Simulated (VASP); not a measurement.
# CoSi2: single point with PBE

The system is CoSi2.

```
Co Si
1.0
     0.00000    2.54594    2.81394
     2.54594    0.00000    2.81394
     2.54594    2.54594    0.00000
Co Si
1 2
Cartesian
  0.0000 0.0000 0.0000
  1.2730 1.2730 1.4070
  3.8189 3.8189 4.2209
```

This cell differs from its parent crystal: strain -0.050 along x and y, +0.050 along z.

```yaml
Program: VASP 6.6.1
Task: single point
Functional: PBE
Potentials_or_basis: VASP PAW PBE potentials, release 64 (Co, Si)
Cutoff: 520 eV
k_mesh: 16 × 16 × 16
Occupations: gaussian, width 0.15 eV
Spin: no spin polarisation
Dipole_correction: no
Further_INCAR_settings: ALGO = Normal; EDIFF = 1e-06; NBANDS = 16
```

- Pressure: 11.3 GPa

Stress tensor (GPa, compression positive):
```
14.39  0.00  0.00
 0.00 14.39  0.00
 0.00  0.00  5.26
```

Levels at points of the mesh, in eV from the Fermi level:
```csv
k point,band 5,band 6,band 7,band 8,band 9,band 10,band 11,band 12,band 13,band 14
"(0.00, 0.00, 0.00)",-2.34,-1.83,1.35,2.53,3.15,3.15,3.82,3.84,3.84,4.52
"(0.50, 0.00, 0.00)",-2.38,-1.79,-1.62,-1.00,-0.14,3.07,3.11,3.62,5.11,10.22
"(0.50, 0.50, 0.00)",-3.42,-2.35,-2.19,-2.19,-1.36,2.29,3.21,8.50,10.04,10.43
"(0.50, 0.00, 0.50)",-3.41,-2.38,-2.04,-1.77,-1.37,1.52,2.81,8.45,8.58,10.31
```

It took 84 s on 1 thread of Intel(R) Xeon(R) 6975P-C (Granite Rapids), on a shared host, peak memory 0.31 GiB.

Caveat: the cell differs from its parent crystal (strain -0.050 along x and y, +0.050 along z). Spin polarisation is off, so any magnetic state and its effect on volume and gap are missing.
